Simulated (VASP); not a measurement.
Write the native input for VASP 6.6.1 that does the following.

```
Task                   : single point
Functional             : PBE
Potentials or basis    : VASP PAW PBE potentials, release 64 (Rb_sv)
Cutoff                 : 520 eV
k mesh                 : 9 × 9 × 9
Occupations            : fermi-dirac, width 0.1 eV
Spin                   : no spin polarisation
Dipole correction      : no
Further INCAR settings : ALGO = Normal; EDIFF = 1e-06; NBANDS = 10
```

The structure of Rb lies in POSCAR:

```
Rb
1.0
    0.0000000000      3.5281254870      3.5281254870
    3.5281254870      0.0000000000      3.5281254870
    3.5281254870      3.5281254870      0.0000000000
Rb
1
Direct
    0.0000000000      0.0000000000      0.0000000000
```

This cell differs from its parent crystal: volume scaled by 0.96.

One way to write it, as run:

INCAR

```
ALGO = Normal
EDIFF = 1E-6
ENCUT = 520
GGA = PE
ISIF = 2
ISMEAR = -1
LASPH = T
LCHARG = T
LELF = T
LREAL = F
LVHAR = T
LWAVE = F
NBANDS = 10
NELM = 100
PREC = Accurate
SIGMA = 0.1
```

KPOINTS

```
k-points
0
Gamma
  9 9 9
```

Potentials or basis: VASP PAW PBE potentials, release 64 (Rb_sv).

Run with:

```sh
$ cat potpaw_PBE.64/Rb_sv/POTCAR > POTCAR
$ mpirun -np 1 vasp_std > vasp.out
```

Results of the run:

```yaml
Pressure: 0.1 GPa
```

It took 19 s on 1 thread of Intel(R) Xeon(R) Platinum 8488C (Sapphire Rapids) (shared host), peak memory 0.22 GiB.
